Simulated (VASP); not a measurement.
Fe: single point with r2SCAN

Fe:

```
Fe
1.0
    -2.91000    2.91000    2.91000
     1.45500   -1.45500    1.45500
     1.45500    1.45500   -1.45500
Fe
2
Direct
  0.00000 0.00000 0.00000
  0.50000 0.00000 0.00000
```

```yaml
Program: VASP 6.6.1
Task: single point
Functional: r2SCAN
Potentials_or_basis: VASP PAW PBE potentials, release 64 (Fe)
Cutoff: 520 eV
k_mesh: 7 × 14 × 14
Occupations: fermi-dirac, width 0.1 eV
Spin: no spin polarisation
Dipole_correction: no
Further_INCAR_settings: ALGO = Normal; EDIFF = 1e-06; NBANDS = 15
```

```json
{"Pressure": "-35.7 GPa", "Band gap on the k mesh": "zero (bands 8 and 9 overlap by 1.49 eV)"}
```

Levels at points of the mesh, in eV from the Fermi level:
| k point | band 4 | band 5 | band 6 | band 7 | band 8 | band 9 | band 10 | band 11 | band 12 | band 13 |
| --- | --- | --- | --- | --- | --- | --- | --- | --- | --- | --- |
| (0.00, 0.00, 0.00) | -1.55 | -1.55 | -1.55 | -0.04 | 0.03 | 0.03 | 0.22 | 0.38 | 0.99 | 7.38 |
| (0.00, 0.50, 0.00) | -2.62 | -0.04 | -0.04 | 0.22 | 0.22 | 0.38 | 0.38 | 0.99 | 0.99 | 7.38 |
| (0.00, 0.50, 0.50) | -2.62 | -0.04 | 0.22 | 0.38 | 0.74 | 0.74 | 0.74 | 0.99 | 7.38 | 9.86 |

Run time: 110 s on 1 thread of Intel(R) Xeon(R) 6975P-C (Granite Rapids), on a shared host, peak memory 0.2 GiB.

Caveat: the cell stands under tension; the PAW data sets were made with another functional, which shifts forces and pressure a little; the run has no spin polarisation, though such a crystal can be magnetic. Spin polarisation is off, so any magnetic state and its effect on volume and gap are missing.
